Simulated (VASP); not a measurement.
CdS: single point with PBE

The system is CdS.

```
CELL_PARAMETERS angstrom
4.22415 0.00000 0.00000
-2.11208 3.65823 0.00000
0.00000 0.00000 6.87477
ATOMIC_POSITIONS crystal
Cd 0.66667 0.33333 0.50022
Cd 0.33333 0.66667 0.00022
S 0.66667 0.33333 0.87678
S 0.33333 0.66667 0.37678
```

```
Program             : VASP 6.6.1
Task                : single point
Functional          : PBE
Potentials or basis : VASP PAW PBE potentials, release 64 (Cd, S)
Cutoff              : 520 eV
k mesh              : 9 × 9 × 4
Occupations         : gaussian, width 0.02 eV
Spin                : no spin polarisation
```

| Item | Value |
| --- | --- |
| Pressure | -0.7 GPa |
| Band gap on the k mesh | 1.07 eV, direct |

Levels at points of the mesh, in eV from the valence-band top:
```csv
k point,band 15,band 16,band 17,band 18,band 19,band 20,band 21,band 22
"(0.00, 0.00, 0.00)",-0.67,-0.04,0.00,0.00,1.07,2.71,6.48,6.48
"(0.00, 0.00, 0.50)",-0.35,-0.35,-0.35,-0.35,2.71,2.71,6.11,6.11
```

Run time: 77 s on 1 thread of Intel(R) Xeon(R) Platinum 8488C (Sapphire Rapids), on a shared host, peak memory 0.26 GiB.

PBE gaps usually lie below the measured ones, often by a third to a half.
